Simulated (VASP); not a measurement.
# TaF3 (Pm-3m) in VASP: single point with PBEsol+U

Aim: the single point of TaF3 with PBEsol+U.

Program: VASP 6.6.1. These are calculated values, not measurements. Logs are shortened: lines on timing, memory, paths and dates and some standing lists are left out, and cuts for length are marked.

**1. The cell of the first run**

The structure is cubic, space group Pm-3m (No. 221). Conventional cell: a = 3.901 Å, b = 3.901 Å, c = 3.901 Å, α = 90.00°, β = 90.00°, γ = 90.00°. Ta (site symmetry m-3m) has 6 F at 1.95 Å within 2.6 Å. F (site symmetry 4/mmm) has 2 Ta at 1.95 Å within 2.6 Å.

**2. Single point, PBEsol+U, non-collinear spin, twin_end start, moments held on the sites, spin-orbit coupling**

The input, INCAR:

```
ALGO = Normal ; AMIX = 0.2
AMIX_MAG = 0.8 ; BMIX = 1E-4
BMIX_MAG = 1E-4 ; EDIFF = 1E-6
ENCUT = 600 ; GGA = PS
GGA_COMPAT = False ; ISIF = 2
ISMEAR = 0 ; ISYM = -1
I_CONSTRAINED_M = 1 ; KPAR = 4
LAMBDA = 10 ; LASPH = True
LCHARG = False ; LDAU = True
LDAUJ = 0.5 0 ; LDAUL = 2 -1
LDAUPRINT = 1 ; LDAUTYPE = 1
LDAUU = 2 0 ; LMAXMIX = 4
LORBIT = 11 ; LORBMOM = True
LREAL = False ; LSORBIT = True
LWAVE = False ; MAGMOM = 0.67 0.67 0.67 0.17 0.17 0.17 0.17 0.17 0.17 0.17 0.17 0.17
M_CONSTR = 0.354 0.354 0 0 0 0 0 0 0 0 0 0 ; NBANDS = 46
NELM = 200 ; PREC = Accurate
RWIGS = 1.50 0.57 ; SIGMA = 0.05
```

The input, KPOINTS:

```
k-points
0
Gamma
  5 5 5
```

The input, POSCAR:

```
TaF3
1.0
    3.9012005900      0.0000000000      0.0000000000
    0.0000000000      3.9012005900      0.0000000000
    0.0000000000      0.0000000000      3.9012005900
Ta F
1 3
Direct
    0.0000000000      0.0000000000      0.0000000000
    0.5000000000      0.0000000000      0.0000000000
    0.0000000000      0.5000000000      0.0000000000
    0.0000000000      0.0000000000      0.5000000000
```

Potentials or basis: VASP PAW PBE potentials, release 64 (Ta_pv, F).

Launch:

```console
$ cat potpaw_PBE.64/Ta_pv/POTCAR potpaw_PBE.64/F/POTCAR > POTCAR
$ mpirun -np 4 vasp_ncl > vasp.out
```

OUTCAR:

```text
AMIX = 0.2
   AMIX_MAG = 0.8
   EDIFF = 1E-6
   ENCUT = 600
   GGA = PS
   ISIF = 2
   ISMEAR = 0
   ISYM = -1
   LASPH = True
   LORBIT = 11
   LREAL = False
   LSORBIT = True
   NELM = 200
   PREC = Accurate

 ion  position               nearest neighbor table
   1  0.000  0.000  0.000-   2 1.95   3 1.95   4 1.95   4 1.95   3 1.95   2 1.95
   2  0.500  0.000  0.000-   1 1.95   1 1.95
   3  0.000  0.500  0.000-   1 1.95   1 1.95
   4  0.000  0.000  0.500-   1 1.95   1 1.95

IMPORTANT INFORMATION: All symmetrisations will be switched off!
NOSYMM: (Re-)initialisation of all symmetry stuff for point group C_1.

----------------------------------------------------------------------------------------

                                     Primitive cell

  volume of cell :      59.3738

  direct lattice vectors                    reciprocal lattice vectors
     3.901200590  0.000000000  0.000000000     0.256331346  0.000000000  0.000000000
     0.000000000  3.901200590  0.000000000     0.000000000  0.256331346  0.000000000
     0.000000000  0.000000000  3.901200590     0.000000000  0.000000000  0.256331346

  length of vectors
     3.901200590  3.901200590  3.901200590     0.256331346  0.256331346  0.256331346

  position of ions in fractional coordinates (direct lattice)
     0.000000000  0.000000000  0.000000000
     0.500000000  0.000000000  0.000000000
     0.000000000  0.500000000  0.000000000
     0.000000000  0.000000000  0.500000000

  ion indices of the primitive-cell ions
   primitive index   ion index
                 1           1
                 2           2
                 3           3
                 4           4

----------------------------------------------------------------------------------------

 KPOINTS: k-points

Automatic generation of k-mesh.
 Grid dimensions read from file:
 generate k-points for:    5    5    5

 Generating k-lattice:

  Cartesian coordinates                     Fractional coordinates (reciprocal lattice)
     0.051266269  0.000000000  0.000000000     0.200000000  0.000000000  0.000000000
     0.000000000  0.051266269  0.000000000     0.000000000  0.200000000  0.000000000
     0.000000000  0.000000000  0.051266269     0.000000000  0.000000000  0.200000000

  Length of vectors
     0.051266269  0.051266269  0.051266269

  Shift w.r.t. Gamma in fractional coordinates (k-lattice)
     0.000000000  0.000000000  0.000000000

 Subroutine IBZKPT returns following result:
 ===========================================

 Found    125 irreducible k-points:

 Following reciprocal coordinates:
            Coordinates               Weight
  0.000000  0.000000  0.000000      1.000000
  0.200000  0.000000  0.000000      1.000000
  0.400000  0.000000  0.000000      1.000000
 -0.400000  0.000000  0.000000      1.000000
 -0.200000  0.000000  0.000000      1.000000
  0.000000  0.200000  0.000000      1.000000
[... 16 lines left out ...]
  0.400000 -0.200000  0.000000      1.000000
 -0.400000 -0.200000  0.000000      1.000000
 [... further k-points ...]
   k-points           NKPTS =    125   k-points in BZ     NKDIM =    125   number of bands    NBANDS=     46
   number of dos      NEDOS =    301   number of ions     NIONS =      4
   total plane-waves  NPLWV =  32768
   dimension x,y,z NGX =    32 NGY =   32 NGZ =   32
   dimension x,y,z NGXF=    64 NGYF=   64 NGZF=   64
   ions per type =               1   3
   NGX,Y,Z   is equivalent  to a cutoff of  13.64, 13.64, 13.64 a.u.
   NGXF,Y,Z  is equivalent  to a cutoff of  27.27, 27.27, 27.27 a.u.
 SYSTEM =  unknown system
   PREC   = accura    normal or accurate (medium, high low for compatibility)
   ISTART =      0    job   : 0-new  1-cont  2-samecut
   ICHARG =      2    charge: 1-file 2-atom 10-const
   ISPIN  =      1    spin polarized calculation?
   LNONCOLLINEAR =      T non collinear calculations
   LSORBIT =      T    spin-orbit coupling
   LASPH  =      T    aspherical Exc in radial PAW
   ENCUT  =  600.0 eV  44.10 Ry    6.64 a.u.   7.79  7.79  7.79*2*pi/ulx,y,z
   NELM   =    200;   NELMIN=  2; NELMDL= -5     # of ELM steps
   EDIFF  = 0.1E-05   stopping-criterion for ELM
[... 100 lines left out ...]
  ---------------------------------------------------
  free energy    TOTEN  =       -26.72194888 eV

  energy without entropy =      -26.71985044  energy(sigma->0) =      -26.72089966

 E-fermi :   4.9089     XC(G=0):  -9.1986

 val. band max:        4.9081491623   @ k =   0.0000   0.4000   0.0000
 cond. band min:       4.9098156697   @ k =  -0.4000   0.0000   0.0000
 fundamental gap:      0.0016665074
 Fermi energy:         4.9088712381

 k-point     1 :       0.0000    0.0000    0.0000
  band No.  band energies     occupation
      1     -37.4515      1.00000
      2     -37.4117      1.00000
      3     -29.9344      1.00000
      4     -29.9201      1.00000
      5     -29.8910      1.00000
      6     -29.8755      1.00000
[... 1117 lines left out ...]
     43      11.4220      0.00000
     44      11.4240      0.00000

 [... further k-points ...]

 [bands above 44 left out]

------------------------ aborting loop because EDIFF is reached ----------------------------------------

  FORCE on cell =-STRESS in cart. coord.  units (eV):
  Direction    XX          YY          ZZ          XY          YZ          ZX
  --------------------------------------------------------------------------------------
  -------------------------------------------------------------------------------------
  Total        8.7775161      8.7790829      8.7609908     -0.0004497      0.0006352      0.0006831
  in kB      236.8576278    236.8999057    236.4116986     -0.0121340      0.0171418      0.0184329
  external PRESSURE =     236.7230774 kB  Pullay stress =       0.0000000 kB

 VOLUME and BASIS-vectors are now :
 -----------------------------------------------------------------------------
  energy-cutoff  :      600.00
  volume of cell :       59.37
      direct lattice vectors                 reciprocal lattice vectors
     3.901200590  0.000000000  0.000000000     0.256331346  0.000000000  0.000000000
     0.000000000  3.901200590  0.000000000     0.000000000  0.256331346  0.000000000
     0.000000000  0.000000000  3.901200590     0.000000000  0.000000000  0.256331346

 POSITION                                       TOTAL-FORCE (eV/Angst)
 -----------------------------------------------------------------------------------
      0.00000      0.00000      0.00000         0.000000     -0.000000      0.000000
      1.95060      0.00000      0.00000        -0.000000     -0.000000     -0.000000
      0.00000      1.95060      0.00000         0.000000      0.000000     -0.000000
      0.00000      0.00000      1.95060         0.000000      0.000000      0.000000
 -----------------------------------------------------------------------------------
    total drift:                                0.000000     -0.000000      0.000000

  FREE ENERGIE OF THE ION-ELECTRON SYSTEM (eV)
  ---------------------------------------------------
  free  energy   TOTEN  =       -26.7219488804 eV

  energy  without entropy=      -26.7198504378  energy(sigma->0) =      -26.72089966

 orbital moment (x)

 # of ion     p       d       tot
 ----------------------------------------
  1         0.000   0.002   0.002
  2         0.001   0.000   0.001
  3        -0.000   0.000  -0.000
  4        -0.000   0.000  -0.000
 ----------------------------------------
            0.001   0.002   0.003

 orbital moment (y)

 # of ion     p       d       tot
 ----------------------------------------
  1         0.000   0.002   0.002
  2        -0.000   0.000  -0.000
  3         0.001   0.000   0.001
  4        -0.000   0.000  -0.000
 ----------------------------------------
            0.000   0.002   0.003

 orbital moment (z)

 # of ion     p       d       tot
 ----------------------------------------
  1         0.000   0.003   0.003
  2        -0.000   0.000  -0.000
  3        -0.000   0.000  -0.000
  4         0.001   0.000   0.001
 ----------------------------------------
            0.001   0.003   0.004

 Spin-Orbit-Coupling matrix elements

 Ion:    1  E_soc:     -1.4655621
 l=   1
     0.0000000    -0.2001195    -0.2001189
    -0.2001195     0.0000000    -0.2001195
    -0.2001189    -0.2001195     0.0000000
 l=   2
     0.0000000    -0.0212607     0.0000000    -0.0212343    -0.0229875
    -0.0212607     0.0000000    -0.0172079    -0.0210052    -0.0057614
     0.0000000    -0.0172079     0.0000000    -0.0172078     0.0000000
    -0.0212343    -0.0210052    -0.0172078     0.0000000    -0.0057585
    -0.0229875    -0.0057614     0.0000000    -0.0057585     0.0000000
 l=   3
     0.0000000     0.0000000     0.0000000     0.0000000     0.0000000     0.0000000     0.0000000
     0.0000000     0.0000000     0.0000000     0.0000000     0.0000000     0.0000000     0.0000000
     0.0000000     0.0000000     0.0000000     0.0000000     0.0000000     0.0000000     0.0000000
     0.0000000     0.0000000     0.0000000     0.0000000     0.0000000     0.0000000     0.0000000
[... 49 lines left out ...]
 l=   2
     0.0000000     0.0000000     0.0000000     0.0000000     0.0000000
     0.0000000     0.0000000     0.0000000     0.0000000     0.0000000
     0.0000000     0.0000000     0.0000000     0.0000000     0.0000000
     0.0000000     0.0000000     0.0000000     0.0000000     0.0000000
     0.0000000     0.0000000     0.0000000     0.0000000     0.0000000
 l=   3
     0.0000000     0.0000000     0.0000000     0.0000000     0.0000000     0.0000000     0.0000000
     0.0000000     0.0000000     0.0000000     0.0000000     0.0000000     0.0000000     0.0000000
     0.0000000     0.0000000     0.0000000     0.0000000     0.0000000     0.0000000     0.0000000
     0.0000000     0.0000000     0.0000000     0.0000000     0.0000000     0.0000000     0.0000000
     0.0000000     0.0000000     0.0000000     0.0000000     0.0000000     0.0000000     0.0000000
     0.0000000     0.0000000     0.0000000     0.0000000     0.0000000     0.0000000     0.0000000
     0.0000000     0.0000000     0.0000000     0.0000000     0.0000000     0.0000000     0.0000000

 total charge

# of ion       s       p       d       tot
------------------------------------------
    1        0.259   6.254   2.582   9.096
    2        1.732   4.413   0.000   6.145
    3        1.732   4.413   0.000   6.145
    4        1.732   4.413   0.000   6.145
--------------------------------------------------
tot          5.456  19.493   2.582  27.531

 magnetization (x)

# of ion       s       p       d       tot
------------------------------------------
    1       -0.000   0.000  -0.003  -0.003
    2        0.000  -0.000   0.000  -0.000
    3       -0.000  -0.000   0.000  -0.000
    4       -0.000  -0.000   0.000  -0.000
--------------------------------------------------
tot         -0.000  -0.000  -0.003  -0.004

 magnetization (y)

# of ion       s       p       d       tot
------------------------------------------
    1       -0.000   0.000  -0.003  -0.003
    2       -0.000  -0.000   0.000  -0.000
    3        0.000  -0.000   0.000  -0.000
    4       -0.000  -0.000   0.000  -0.000
--------------------------------------------------
tot         -0.000  -0.000  -0.003  -0.004

 magnetization (z)

# of ion       s       p       d       tot
------------------------------------------
    1        0.000   0.000  -0.001  -0.001
    2       -0.000  -0.000   0.000  -0.000
    3       -0.000  -0.000   0.000  -0.000
    4        0.000  -0.000   0.000  -0.000
--------------------------------------------------
tot          0.000  -0.001  -0.001  -0.002
```

Wall time 7.8 min (4 MPI ranks of Intel Xeon Platinum 8259CL at 2.50GHz (Skylake/Cascade Lake), shared host); peak memory 0.73 GiB.

What came out:

| Quantity | Value |
| --- | --- |
| Free energy | -26.7219 eV |
| Net moment | 0.01 μB per cell |
| Valence electrons inside the program's atomic spheres | Ta 9.10; F 6.14 |

Moments on the atoms (μB; x, y, z):
```
Ta  0.00 0.00 0.00
F   0.00 0.00 0.00
F   0.00 0.00 0.00
F   0.00 0.00 0.00
```

Caveat: moments held by a penalty; the PAW data sets were made with another functional, which shifts forces and pressure a little. The state reached can hang on the start; a lower one may exist.
